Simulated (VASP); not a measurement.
MgO2: single point with PBEsol

MgO2:

```
Mg O
1.0
     1.58382    0.91442    3.45737
    -1.58382    0.91442    3.45737
     0.00000   -1.82884    3.45737
Mg O
1 2
Cartesian
  0.0000 0.0000 0.0000
  0.0000 0.0000 4.4511
  0.0000 0.0000 5.9210
```

```json
{
 "Program": "VASP 6.6.1",
 "Task": "single point",
 "Functional": "PBEsol",
 "Potentials or basis": "VASP PAW PBE potentials, release 64 (Mg, O)",
 "Cutoff": "520 eV",
 "k mesh": "12 × 12 × 12",
 "Occupations": "gaussian, width 0.02 eV",
 "Spin": "no spin polarisation",
 "Dipole correction": "no",
 "Further INCAR settings": "ALGO = Normal; EDIFF = 1e-06; NBANDS = 14"
}
```

```json
{
 "Pressure": "-0.1 GPa",
 "Largest force": "0.205 eV/Å",
 "Band gap on the k mesh": "2.45 eV, direct"
}
```

Forces on the atoms (eV/Å):
```
Mg   0.000  0.000  0.000
O    0.000  0.000 -0.205
O    0.000  0.000  0.205
```

Stress tensor (GPa, compression positive):
```
-0.71  0.00  0.00
 0.00 -0.71  0.00
 0.00  0.00  1.08
```

Levels at points of the mesh, in eV from the valence-band top:
```csv
k point,band 4,band 5,band 6,band 7,band 8,band 9,band 10,band 11
"(0.00, 0.00, 0.00)",-3.51,-3.51,-0.85,-0.85,4.60,5.03,12.25,13.98
"(0.50, 0.00, 0.00)",-6.36,-3.88,-1.32,-1.20,4.34,8.60,10.41,12.65
"(0.50, 0.50, 0.00)",-5.68,-4.56,-2.26,-0.15,3.69,7.72,11.12,12.56
"(0.50, 0.50, 0.50)",-4.05,-4.05,0.00,0.00,2.45,4.85,9.63,14.28
```

Wall time 40 s on 1 thread of Intel(R) Xeon(R) 6975P-C (Granite Rapids), on a shared host, peak memory 0.22 GiB.

Caveat: the PAW data sets were made with another functional, which shifts forces and pressure a little. As with any semilocal functional, this PBEsol gap is likely too small.
